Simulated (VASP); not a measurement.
**La: electric field gradients with PBEsol**

The system is La.

```
La
1.0
     3.79935    0.00000    0.00000
    -1.89967    3.29033    0.00000
     0.00000    0.00000    6.14988
La
2
Direct
  0.33333 0.66667 0.25000
  0.66667 0.33333 0.75000
```

This cell differs from its parent crystal: functional pbesol, volume scaled by 1.04.

- Program: VASP 6.6.1
- Task: electric field gradients
- Functional: PBEsol
- Potentials or basis: VASP PAW PBE potentials, release 64 (La)
- Cutoff: 520 eV
- k mesh: 11 × 11 × 6
- Occupations: fermi-dirac, width 0.08 eV
- Spin: no spin polarisation
- Dipole correction: no
- Further INCAR settings: ALGO = Normal; EDIFF = 1e-08; NBANDS = 18

```yaml
Pressure: -2.4 GPa
Band_gap_on_the_k_mesh: zero (band 11 reaches 8.49 eV, above the bottom of band 12 at 7.07 eV)
```

Stress tensor (GPa, compression positive):
```
-2.38  0.00  0.00
 0.00 -2.38  0.00
 0.00  0.00 -2.58
```

Levels at points of the mesh, in eV from the Fermi level:
```tsv
k point	band 9	band 10	band 11	band 12	band 13	band 14
(0.00, 0.00, 0.00)	-3.25	-1.73	1.10	1.31	1.31	1.54
(0.00, 0.00, 0.50)	-1.95	-1.95	0.58	0.58	1.36	1.36
```

Electric field gradients, principal values (V/Å²):
```csv
atom,least,middle,greatest (by size)
1 La,-5.277,-5.278,10.555
2 La,-5.277,-5.278,10.555
```

Wall time 96 s on 1 thread of Intel(R) Xeon(R) Platinum 8488C (Sapphire Rapids) (shared host), peak memory 0.24 GiB.

Caveat: without QUAD_EFG the Cq values of the log hold for a quadrupole moment of 1 mb, not for the nuclei; the PAW data sets were made with another functional, which shifts forces and pressure a little; spin-orbit coupling is left out, which moves the levels of the heavy elements.
